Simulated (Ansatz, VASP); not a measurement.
**Two plane-wave programs on WS2**

```
CELL_PARAMETERS angstrom
3.18110 0.00000 0.00000
-1.59055 2.79623 0.00000
0.00000 0.00000 16.95074
ATOMIC_POSITIONS crystal
W 0.33333 0.66667 0.00000
S 0.66667 0.33333 0.90802
S 0.66667 0.33333 0.09198
```

Change from the starting cell: strain +0.0150 x Voigt [0, 1, 0, 0, 0, 0], atoms carried along.

Alike in both runs: task single point; functional r2SCAN; k mesh 12 × 12 × 2; occupations gaussian, width 0.05 eV; no spin polarisation.

|  | VASP | Ansatz |
| --- | --- | --- |
| version | VASP 6.6.1 | Ansatz 0.2.0 |
| potentials or method | VASP PAW PBE potentials, release 64 (W_sv, S), cutoff 520 eV | scalar-relativistic, plane waves, PAW |
| valence electrons in the cell | 26 | 26 |

```csv
,VASP,Ansatz,Ansatz less VASP
gap on the k mesh at the Fermi level (eV),1.77,1.75,-0.015
least direct gap on the mesh (eV),1.84,1.84,-0.004
rms of the force components (eV/Å),0.075,0.084,+0.0083
```

VASP's potentials were made for PBE, not for r2SCAN. Atom by atom the forces differ by 0.009 eV/Å (rms over components). With one functional, cell and mesh, what is left measures potentials, basis and numerics. Ansatz's warnings: xc potential rough in thin density.

Spin-orbit coupling is off throughout.
